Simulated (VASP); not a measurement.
# TePb3Se2 (P-3m1) in VASP: single point with PBE

Aim: the single point of TePb3Se2 with PBE.

Everything below comes from runs of VASP 6.6.1. Logs are shortened: lines on timing, memory, paths and dates and some standing lists are left out, and cuts for length are marked.

### Step 1. The cell of the first run

The structure is trigonal, space group P-3m1 (No. 164). Conventional cell: a = 4.478 Å, b = 4.478 Å, c = 10.971 Å, α = 90.00°, β = 90.00°, γ = 120.00°. Te (site symmetry -3m) has 6 Pb at 3.26 Å within 4.3 Å. Within 4.1 Å of Pb (site symmetry 3m) lie 3 Se at 3.12 Å and 3 Te at 3.26 Å. Pb (site symmetry -3m) has 6 Se at 3.13 Å within 4.1 Å. Se (site symmetry 3m) has 6 Pb at 3.12 to 3.13 Å within 4.1 Å.

### Step 2. Single point, PBE

INCAR

```
ALGO = Normal ; EDIFF = 1E-6
ENCUT = 520 ; GGA = PE
ISIF = 2 ; ISMEAR = 0
LASPH = T ; LCHARG = T
LELF = T ; LREAL = F
LVHAR = T ; LWAVE = F
NBANDS = 39 ; NELM = 60
PREC = Accurate ; SIGMA = 0.02
```

KPOINTS

```
k-points
0
Gamma
  12 12 4
```

POSCAR

```
TePb3Se2
1.0
    4.4778501879      0.0000000000      0.0000000000
   -2.2389250940      3.8779320170      0.0000000000
    0.0000000000      0.0000000000     10.9713539646
Te Pb Se
1 3 2
Direct
    0.0000000000      0.0000000000      0.5000000000
    0.3333333333      0.6666666667      0.6808210027
    0.6666666667      0.3333333333      0.3191789973
    0.0000000000      0.0000000000      0.0000000000
    0.3333333333      0.6666666667      0.1602731123
    0.6666666667      0.3333333333      0.8397268877
```

Potentials or basis: VASP PAW PBE potentials, release 64 (Te, Pb_d, Se).

The run is started by

```console
$ cat potpaw_PBE.64/Te/POTCAR potpaw_PBE.64/Pb_d/POTCAR potpaw_PBE.64/Se/POTCAR > POTCAR
$ mpirun -np 1 vasp_std > vasp.out
```

OUTCAR:

```text
EDIFF = 1E-6
   ENCUT = 520
   GGA = PE
   ISIF = 2
   ISMEAR = 0
   LASPH = T
   LREAL = F
   NELM = 60
   PREC = Accurate

 ion  position               nearest neighbor table
   1  0.000  0.000  0.500-   2 3.26   3 3.26   2 3.26   3 3.26   3 3.26   2 3.26
   2  0.333  0.667  0.681-   6 3.12   6 3.12   6 3.12   1 3.26   1 3.26   1 3.26
   3  0.667  0.333  0.319-   5 3.12   5 3.12   5 3.12   1 3.26   1 3.26   1 3.26
   4  0.000  0.000  0.000-   5 3.13   6 3.13   5 3.13   6 3.13   6 3.13   5 3.13
   5  0.333  0.667  0.160-   3 3.12   3 3.12   3 3.12   4 3.13   4 3.13   4 3.13
   6  0.667  0.333  0.840-   2 3.12   2 3.12   2 3.12   4 3.13   4 3.13   4 3.13

  LATTYP: Found a hexagonal cell.
 ALAT       =     4.4778501879
 C/A-ratio  =     2.4501386836

  Lattice vectors:

 A1 = (   4.4778501879,   0.0000000000,   0.0000000000)
 A2 = (  -2.2389250940,   3.8779320170,   0.0000000000)
 A3 = (   0.0000000000,   0.0000000000,  10.9713539646)

Analysis of symmetry for initial positions (statically):
=====================================================================
 Subroutine PRICEL returns:
 Original cell was already a primitive cell.

 Routine SETGRP: Setting up the symmetry group for a
 hexagonal supercell.

 Subroutine GETGRP returns: Found 12 space group operations
 (whereof 12 operations were pure point group operations)
 out of a pool of 24 trial point group operations.

The static configuration has the point symmetry D_3d.

Analysis of symmetry for dynamics (positions and initial velocities):
=====================================================================
 Subroutine PRICEL returns:
 Original cell was already a primitive cell.

 Routine SETGRP: Setting up the symmetry group for a
 hexagonal supercell.

 Subroutine GETGRP returns: Found 12 space group operations
 (whereof 12 operations were pure point group operations)
 out of a pool of 24 trial point group operations.

The dynamic configuration has the point symmetry D_3d.

 Subroutine INISYM returns: Found 12 space group operations
 (whereof 12 operations are pure point group operations),
 and found     1 'primitive' translations

----------------------------------------------------------------------------------------

                                     Primitive cell

  volume of cell :     190.5154

  direct lattice vectors                    reciprocal lattice vectors
     4.477850188  0.000000000  0.000000000     0.223321451  0.128934700  0.000000000
    -2.238925094  3.877932017  0.000000000     0.000000000  0.257869399  0.000000000
     0.000000000  0.000000000 10.971353965     0.000000000  0.000000000  0.091146453
[... 98 lines left out ...]
   ISIF   =      2    stress and relaxation
   ISYM   =      2    0-nonsym 1-usesym 2-fastsym
   POTIM  = 0.5000    time-step for ionic-motion
   TEBEG  =    0.0;   TEEND  =   0.0 temperature during run
   PSTRESS=    0.0 pullay stress
   NELECT =      60.0000    total number of electrons
   NUPDOWN=      -1.0000    fix difference up-down
   EMIN   =  10.00;   EMAX   =-10.00  energy-range for DOS
   EFERMI =   0.00;   METHOD = LEGACY
   ISMEAR =     0;   SIGMA  =   0.02  broadening in eV -4-tet -1-fermi 0-gaus
   EFERMI_NEDOS =   21; number of points for ismear=-14 and -15
   IALGO  =     38    algorithm
   IMIX   =      4    mixing-type and parameters
     AMIX     =   0.40;   BMIX     =  1.00
     AMIX_MAG =   1.60;   BMIX_MAG =  1.00
  volume/ion in A,a.u.               =      31.75       214.28
  Fermi-wavevector in a.u.,A,eV,Ry     =   1.113821  2.104816 16.879339  1.240596
  Thomas-Fermi vector in A             =   2.250409
   LORBIT       =      0    0 simple, 1 ext, 2 COOP (PROOUT), +10 PAW based schemes
   GGA     = PE    functional components
   LHFCALC =     F    Hartree Fock is set to
   AEXX    =    0.0000 exact exchange contribution
   IVDW    =     0    specifies the selected vdW correction
   LEPSILON=     F    determine dielectric tensor
   LRPA    =     F    only Hartree local field effects (RPA)
 non-spin polarized calculation
 Gauss-broadening in eV      SIGMA  =   0.02
  energy-cutoff  :      520.00
  volume of cell :      190.52
 maximum number of plane-waves:      5174
 NGX is ok and might be reduce to    36
   NGX = 17   NGY = 17   NGZ = 41

 number of electron      60.0000006 magnetization

 Free energy of the ion-electron system (eV)
  ---------------------------------------------------
  ext. energy  EPLUGINS =         0.00000000
  ---------------------------------------------------
  free energy    TOTEN  =       -23.87979933 eV

  energy without entropy =      -23.87979933  energy(sigma->0) =      -23.87979933

 E-fermi :   4.7639     XC(G=0):  -9.2443

 val. band max:        4.6794328115   @ k =   0.0000   0.0000   0.5000
 cond. band min:       5.2515549025   @ k =   0.5000   0.0000   0.5000
 fundamental gap:      0.5721220911
 Fermi energy:         4.7638969491

 k-point     1 :       0.0000    0.0000    0.0000
  band No.  band energies     occupation
      1     -12.0400      2.00000
      2     -12.0391      2.00000
      3     -12.0391      2.00000
      4     -12.0283      2.00000
      5     -12.0283      2.00000
      6     -12.0161      2.00000
[... 997 lines left out ...]
     38       9.0442      0.00000
     39       9.0533      0.00000

 [... further k-points ...]

------------------------ aborting loop because EDIFF is reached ----------------------------------------

  FORCE on cell =-STRESS in cart. coord.  units (eV):
  Direction    XX          YY          ZZ          XY          YZ          ZX
  --------------------------------------------------------------------------------------
  -------------------------------------------------------------------------------------
  Total       -0.0290741     -0.0290741     -0.0256459      0.0000000      0.0000000      0.0000000
  in kB       -0.2445042     -0.2445042     -0.2156747      0.0000000      0.0000000      0.0000000
  external PRESSURE =      -0.2348943 kB  Pullay stress =       0.0000000 kB

 VOLUME and BASIS-vectors are now :
 -----------------------------------------------------------------------------
  energy-cutoff  :      520.00
  volume of cell :      190.52
      direct lattice vectors                 reciprocal lattice vectors
     4.477850188  0.000000000  0.000000000     0.223321451  0.128934700  0.000000000
    -2.238925094  3.877932017  0.000000000     0.000000000  0.257869399  0.000000000
     0.000000000  0.000000000 10.971353965     0.000000000  0.000000000  0.091146453

 POSITION                                       TOTAL-FORCE (eV/Angst)
 -----------------------------------------------------------------------------------
      0.00000      0.00000      5.48568        -0.000000      0.000000      0.000000
     -0.00000      2.58529      7.46953         0.000000      0.000000     -0.001592
      2.23893      1.29264      3.50183        -0.000000      0.000000      0.001592
      0.00000      0.00000      0.00000        -0.000000      0.000000      0.000000
     -0.00000      2.58529      1.75841        -0.000000      0.000000      0.000441
      2.23893      1.29264      9.21294         0.000000     -0.000000     -0.000441
 -----------------------------------------------------------------------------------
    total drift:                               -0.000000      0.000000      0.000000

  FREE ENERGIE OF THE ION-ELECTRON SYSTEM (eV)
  ---------------------------------------------------
  free  energy   TOTEN  =       -23.8797993265 eV

  energy  without entropy=      -23.8797993265  energy(sigma->0) =      -23.87979933
```

OSZICAR:

```text
N       E                     dE             d eps       ncg     rms          rms(c)
DAV:   1     0.643998156795E+03    0.64400E+03   -0.26777E+04  5382   0.156E+03
DAV:   2     0.537051962736E+02   -0.59029E+03   -0.57268E+03  5494   0.425E+02
DAV:   3    -0.204735391638E+02   -0.74179E+02   -0.71578E+02  6975   0.172E+02
DAV:   4    -0.245023783733E+02   -0.40288E+01   -0.40015E+01  6400   0.420E+01
DAV:   5    -0.246804217486E+02   -0.17804E+00   -0.17800E+00  6892   0.904E+00    0.486E+00
DAV:   6    -0.238739983830E+02    0.80642E+00   -0.14100E+00  7703   0.677E+00    0.286E+00
DAV:   7    -0.238728813590E+02    0.11170E-02   -0.46379E-01  6298   0.245E+00    0.148E+00
DAV:   8    -0.238796285695E+02   -0.67472E-02   -0.39302E-02  6937   0.157E+00    0.272E-01
DAV:   9    -0.238794237799E+02    0.20479E-03   -0.48852E-03  6578   0.438E-01    0.172E-01
DAV:  10    -0.238796857452E+02   -0.26197E-03   -0.11221E-03  6739   0.156E-01    0.754E-02
DAV:  11    -0.238797960693E+02   -0.11032E-03   -0.14225E-04  6365   0.637E-02    0.290E-02
DAV:  12    -0.238797982774E+02   -0.22081E-05   -0.48473E-05  7325   0.437E-02    0.148E-02
DAV:  13    -0.238797990132E+02   -0.73580E-06   -0.31538E-05  6453   0.414E-02    0.478E-03
DAV:  14    -0.238797993265E+02   -0.31332E-06   -0.32633E-06  5250   0.957E-03
   1 F= -.23879799E+02 E0= -.23879799E+02  d E =-.417951E-12
```

It took 18 min on 1 thread of Intel Xeon 8259CL, shared host; peak memory 0.63 GiB.

Results:

```yaml
Free_energy: -23.8798 eV
Pressure: 0.0 GPa
Band_gap_on_the_k_mesh: 0.57 eV (least direct gap 0.58 eV)
```

Caveat: spin-orbit coupling is left out, which moves the levels of the heavy elements. A k mesh can miss the band edges.
